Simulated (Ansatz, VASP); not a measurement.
# Two plane-wave programs on SiC

```
CELL_PARAMETERS angstrom
5.54406 0.17123 -0.21599
0.16713 6.07928 0.06102
-0.21416 0.03771 5.22936
ATOMIC_POSITIONS crystal
Si 0.40312 0.15877 0.68528
Si 0.89997 0.97645 0.67859
Si 0.54402 0.43593 0.07313
Si 0.00363 0.70360 0.14633
Si 0.62608 0.44845 0.55148
Si 0.20951 0.24569 0.13627
Si 0.36274 0.89729 0.30454
Si 0.41608 0.72228 0.75209
C 0.08077 0.23164 0.78443
C 0.98381 0.45967 0.64098
C 0.68931 0.90164 0.15979
C 0.06761 0.68233 0.78023
C 0.80615 0.29001 0.25263
C 0.01020 0.43467 0.34159
C 0.61612 0.94908 0.87563
C 0.81352 0.06303 0.32768
```

Alike in both runs: functional PBE; k mesh 4 × 4 × 4; occupations gaussian, width 0.1 eV; no spin polarisation.

Ansatz relaxed the structure, and its values are those at the end. VASP's run is a single point on that final structure, the one shown.

|  | VASP | Ansatz |
| --- | --- | --- |
| version | VASP 6.6.1 | Ansatz 0.2.0 |
| potentials or method | VASP PAW PBE potentials, release 64 (Si, C), cutoff 520 eV | scalar-relativistic, plane waves, PAW |
| valence electrons in the cell | 64 | 64 |

Ansatz gave:

| Quantity | Value |
| --- | --- |
| gap on the k mesh at the Fermi level (eV) | none |
| rms of the force components (eV/Å) | 0.007 |

**Question.** Which values does VASP return?

**Answer.** gap on the k mesh at the Fermi level (eV): none; rms of the force components (eV/Å): 0.017.

A gap of «none» marks a metal or a gap that the smearing closes. The functional is the same, so the differences come from potentials, cutoffs and numerics.
